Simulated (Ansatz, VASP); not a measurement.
## Two plane-wave programs on AlN

```
Al N
1.0
    -3.11356    0.00000    0.00000
     0.00000    5.39284    0.00000
     1.55678   -2.69642   -4.98335
Al N
4 4
Direct
  0.02751 0.33739 0.99849
  0.52751 0.83739 0.99849
  0.22098 0.91109 0.49849
  0.72098 0.41109 0.49849
  0.78301 0.15198 0.61652
  0.28301 0.65198 0.61652
  0.08351 0.71454 0.11652
  0.58351 0.21454 0.11652
```

Change from the starting cell: mode 4 frozen in at -0.088 Å and mode 15 at +0.056 Å (largest displacements).

Alike in both runs: task single point; functional PBEsol; k mesh 8 × 8 × 8; occupations gaussian, width 0.05 eV; no spin polarisation.

|  | VASP | Ansatz |
| --- | --- | --- |
| version | VASP 6.6.1 | Ansatz 0.2.0 |
| potentials or method | VASP PAW PBE potentials, release 64 (Al, N), cutoff 520 eV | scalar-relativistic, plane waves, PAW |
| valence electrons in the cell | 32 | 32 |

VASP gave:

* gap on the k mesh at the Fermi level (eV): 4.00
* least direct gap on the mesh (eV): 4.00
* pressure (GPa): 0.8
* traceless stress, the component that is largest in VASP (GPa): 7.58
* rms of the force components (eV/Å): 0.808

Which values does Ansatz return?

gap on the k mesh at the Fermi level (eV): 3.99; least direct gap on the mesh (eV): 3.99; pressure (GPa): 0.8; traceless stress, the component that is largest in VASP (GPa): 7.47; rms of the force components (eV/Å): 0.801.

VASP's potentials were made for PBE, not for PBEsol, and Ansatz warns of the same on its side. Atom by atom the forces differ by 0.007 eV/Å (rms over components). With one functional, cell and mesh, what is left measures potentials, basis and numerics.
